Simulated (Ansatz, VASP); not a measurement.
## One calculation of SrTiO3, two programs

```
CELL_PARAMETERS angstrom
3.91771 0.00000 0.00000
0.00000 3.91771 0.00000
0.11753 0.00000 3.91771
ATOMIC_POSITIONS crystal
Sr 0.00000 0.00000 0.00000
Ti 0.50000 0.50000 0.50000
O 0.50000 0.00000 0.50000
O 0.50000 0.50000 0.00000
O 0.00000 0.50000 0.50000
```

Change from the starting cell: shear of c along a, cell held, atoms relaxed: +3.0 %.

Alike in both runs: task single point; functional r2SCAN; k mesh 6 × 6 × 6; occupations gaussian, width 0.02 eV; no spin polarisation; Hubbard terms Ti d U = 4.0 eV.

```csv
,VASP,Ansatz
version,VASP 6.6.1,Ansatz 0.2.0
potentials or method,"VASP PAW PBE potentials, release 64 (Sr_sv, Ti_sv, O), cutoff 520 eV","scalar-relativistic, plane waves, PAW"
valence electrons in the cell,40,40
```

```csv
,VASP,Ansatz,Ansatz less VASP
gap on the k mesh at the Fermi level (eV),2.75,2.71,-0.043
least direct gap on the mesh (eV),3.13,3.07,-0.057
pressure (GPa),3.2,0.1,-3.13
"traceless stress, the component that is largest in VASP (GPa)",-3.65,-3.66,-0.011
```

VASP's potentials were made for PBE, not for r2SCAN. The programs project onto different local orbitals, so the same U acts differently, and such runs can settle in different states.
